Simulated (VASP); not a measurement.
Runs of VASP 6.6.1 on Mo. The structure is that of space group Im-3m (No. 229), or close to it. The cells are those of the table. 

```csv
task,cell,k mesh,cutoff (eV),smearing,gap on the mesh (eV),pressure (GPa),relaxed volume (Å³/atom)
relaxation of cell and atoms,"relaxed from a = 2.694 Å, angles 109.5°, 1 atom",16 × 16 × 16,600,fermi-dirac 0.15 eV,none,0.0,15.12
relaxation of cell and atoms,"relaxed from a = 2.743 Å, angles 109.5°, 1 atom",8 × 8 × 8,600,gaussian 0.1 eV,none,-0.1,15.15
single point,"a = 2.694 Å, angles 109.5°, 1 atom",16 × 16 × 16,520,gaussian 0.1 eV,none,(a),-
relaxation of cell and atoms,"relaxed from a = 2.695 Å, angles 109.5°, 1 atom",16 × 16 × 16,600,gaussian 0.1 eV,none,0.0,15.11
```

Alike in all rows: level LDA; potentials or basis VASP PAW LDA potentials, release 64 (Mo_sv); no spin polarisation.

Question: Fill in the values left out.

Answer: (a) 1.2.

A k mesh can miss the band edges, and the runs leave out spin-orbit coupling on Mo.

A gap of «none» marks levels without a gap at the run's occupations.
